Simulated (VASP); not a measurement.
Cu: single point with r2SCAN

Crystal: Cu.

```
Cu
1.0
    -0.01788    1.78844    1.78844
     1.78844   -0.01788    1.78844
     1.77056    1.77056    0.00000
Cu
1
Direct
  0.00000 0.00000 0.00000
```

This cell differs from its parent crystal: strain -0.0200 x Voigt [0, 0, 0, 0, 0, 1].

| Property | Result |
| --- | --- |
| Program | VASP 6.6.1 |
| Task | single point |
| Functional | r2SCAN |
| Potentials or basis | VASP PAW PBE potentials, release 64 (Cu) |
| Cutoff | 520 eV |
| k mesh | 28 × 28 × 28 |
| Occupations | gaussian, width 0.15 eV |
| Spin | no spin polarisation |

| Item | Value |
| --- | --- |
| Pressure | 0.7 GPa |
| Band gap on the k mesh | zero (an odd number of electrons rules out a gap without spin polarisation) |

Stress tensor (GPa, compression positive):
```
0.69 1.93 0.00
1.93 0.69 0.00
0.00 0.00 0.57
```

Levels at points of the mesh, in eV from the Fermi level:
```
           k point  band 4  band 5  band 6  band 7  band 8  band 9
(0.00, 0.00, 0.00)   -3.20   -2.40   -2.40   23.58   26.40   26.97
(0.50, 0.00, 0.00)   -1.82   -1.77   -1.26    3.98   22.24   23.75
(0.50, 0.50, 0.00)   -1.63   -1.62    1.54    7.64   13.50   14.52
(0.00, 0.00, 0.50)   -1.80   -1.75   -1.06    4.27   21.94   23.26
(0.50, 0.00, 0.50)   -1.62   -1.62    1.55    7.65   14.01   14.01
```

It took 54 min on 1 thread of Oxide Virtual Turin-like Processor, on a shared host, peak memory 0.46 GiB.

Caveat: the cell differs from its parent crystal (strain -0.0200 x Voigt [0, 0, 0, 0, 0, 1]); the PAW data sets were made with another functional, which shifts forces and pressure a little.
